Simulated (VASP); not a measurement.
CdS:

```
CELL_PARAMETERS angstrom
0.00000 2.87708 2.87708
2.87708 0.00000 2.87708
2.87708 2.87708 0.00000
ATOMIC_POSITIONS crystal
Cd 0.00000 0.00000 0.00000
S 0.75000 0.75000 0.75000
```

Base run:

| Property | Result |
| --- | --- |
| Program | VASP 6.6.1 |
| Functional | BLYP |
| Dispersion | D4 |
| Potentials or basis | VASP PAW PBE potentials, release 64 (Cd_sv_GW, S) |
| Cutoff | 630 eV |
| k mesh | 8 × 8 × 8 |
| Occupations | fermi-dirac, width 0.05 eV |
| Spin | no spin polarisation |

Its results: band gap on the k mesh 1.21 eV; pressure 4.6 GPa.

Task: The run is repeated on the same cell with these changes: functional from BLYP to r2SCAN; dispersion from D4 to rVV10; cutoff from 630 eV to 700 eV. What comes out?

Result: Band gap on the k mesh 1.63 eV; pressure 3.4 GPa.

Several settings changed at once.

Caveats: the cell stands under pressure; the PAW data sets were made with another functional, which shifts forces and pressure a little.

